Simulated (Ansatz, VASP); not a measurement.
## One calculation of ZnCrC6N6, two programs

INCAR

```
PREC = Accurate
ENCUT = 520
EDIFF = 1E-6
ISMEAR = 0
SIGMA = 0.1
LREAL = False
LASPH = True
NELM = 150
ALGO = Normal
ISIF = 2
LWAVE = False
LCHARG = False
ISPIN = 2
MAGMOM = 0 3 0 0 0 0 0 0 0 0 0 0 0 0
LORBIT = 11
LMAXMIX = 4
GGA = PE
NBANDS = 56
```

The input KPOINTS:

```
Automatic mesh
0
Gamma
  4 4 4
```

POSCAR

```
ZnCrC6N6
1.0
    0.0000000000      5.1155000000      5.1155000000
    5.1155000000      0.0000000000      5.1155000000
    5.1155000000      5.1155000000      0.0000000000
Zn Cr C N
1 1 6 6
Direct
    0.5000000000      0.5000000000      0.5000000000
    0.0000000000      0.0000000000      0.0000000000
    0.8105757000      0.1894243000      0.1894243000
    0.1894243000      0.8105757000      0.1894243000
    0.1894243000      0.1894243000      0.8105757000
    0.1894243000      0.8105757000      0.8105757000
    0.8105757000      0.1894243000      0.8105757000
    0.8105757000      0.8105757000      0.1894243000
    0.6962173800      0.3037826200      0.3037826200
    0.3037826200      0.6962173800      0.3037826200
    0.3037826200      0.3037826200      0.6962173800
    0.3037826200      0.6962173800      0.6962173800
    0.6962173800      0.3037826200      0.6962173800
    0.6962173800      0.6962173800      0.3037826200
```

Input for Ansatz:

```yaml
crystal:
  lattice:
    - [0.0, 5.1155, 5.1155]
    - [5.1155, 0.0, 5.1155]
    - [5.1155, 5.1155, 0.0]
  atoms:
    - { symbol: Zn, position: [0.5, 0.5, 0.5] }
    - { symbol: Cr, position: [0.0, 0.0, 0.0], spin: 3.0 }
    - { symbol: C, position: [0.8105757, 0.1894243, 0.1894243] }
    - { symbol: C, position: [0.1894243, 0.8105757, 0.1894243] }
    - { symbol: C, position: [0.1894243, 0.1894243, 0.8105757] }
    - { symbol: C, position: [0.1894243, 0.8105757, 0.8105757] }
    - { symbol: C, position: [0.8105757, 0.1894243, 0.8105757] }
    - { symbol: C, position: [0.8105757, 0.8105757, 0.1894243] }
    - { symbol: "N", position: [0.69621738, 0.30378262, 0.30378262] }
    - { symbol: "N", position: [0.30378262, 0.69621738, 0.30378262] }
    - { symbol: "N", position: [0.30378262, 0.30378262, 0.69621738] }
    - { symbol: "N", position: [0.30378262, 0.69621738, 0.69621738] }
    - { symbol: "N", position: [0.69621738, 0.30378262, 0.69621738] }
    - { symbol: "N", position: [0.69621738, 0.69621738, 0.30378262] }
basis:
  ecutwfc: 420
kpoints:
  mp_grid: { grid: [4, 4, 4] }
hamiltonian:
  xc: pbe
scf:
  occupations: { method: gaussian, width: 0.1 }
  lower_state_search: "off"
output:
  forces: true
  stress: true
  eigenvalues: true
  populations: true
magnetization:
  spin_polarized: true
```

Alike in both runs: task single point; functional PBE; k mesh 4 × 4 × 4; occupations gaussian, width 0.1 eV; collinear spin.

```csv
,VASP,Ansatz
version,VASP 6.6.1,Ansatz 0.2.0
potentials or method,"VASP PAW PBE potentials, release 64 (Zn, Cr_pv, C, N), cutoff 520 eV","scalar-relativistic, plane waves, PAW"
valence electrons in the cell,78,80
```

```tsv
	VASP	Ansatz	Ansatz less VASP
gap on the k mesh at the Fermi level (eV)	none	none	-
pressure (GPa)	6.0	5.7	-0.32
rms of the force components (eV/Å)	0.488	0.688	+0.2001
net moment per atom (μB)	0.17	0.16	-0.004
size of the moment on the site where the two differ most (μB)	1.86	1.49	-0.369
```

Site moments also hang on the region over which each program counts them. Atom by atom the forces differ by 0.201 eV/Å (rms over components). A gap of «none» marks a metal or a gap that the smearing closes. VASP's potentials hold 78 valence electrons a cell and Ansatz's 80, so a difference there can come from the potentials and not from the codes.

Noted on VASP's run: the standard files for N, O and F lose accuracy on very short bonds.
